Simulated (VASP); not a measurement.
Crystal: Sn.

```
Sn
1.0
    -2.97733    2.97901    1.60309
     2.97901   -2.97733    1.60309
     2.97707    2.97707   -1.60002
Sn
2
Direct
  0.00002 0.99998 0.00000
  0.74998 0.25002 0.50000
```

Base run:

- Program: VASP 6.6.1
- Functional: PBE
- Potentials or basis: VASP PAW PBE potentials, release 64 (Sn_d)
- Cutoff: 520 eV
- k mesh: 11 × 11 × 8
- Occupations: gaussian, width 0.3 eV
- Spin: no spin polarisation

Its results: band gap on the k mesh zero (bands 14 and 15 overlap by 3.51 eV); pressure 0.0 GPa.

Problem. The run is repeated on the same cell with these changes: occupations from gaussian, width 0.3 eV to fermi-dirac, width 0.3 eV. What comes out?

Solution. Band gap on the k mesh zero (bands 14 and 15 overlap by 3.51 eV); pressure 0.5 GPa.

Caveats: so wide a smearing shifts energies and pressures; spin-orbit coupling is left out, which moves the levels of the heavy elements.
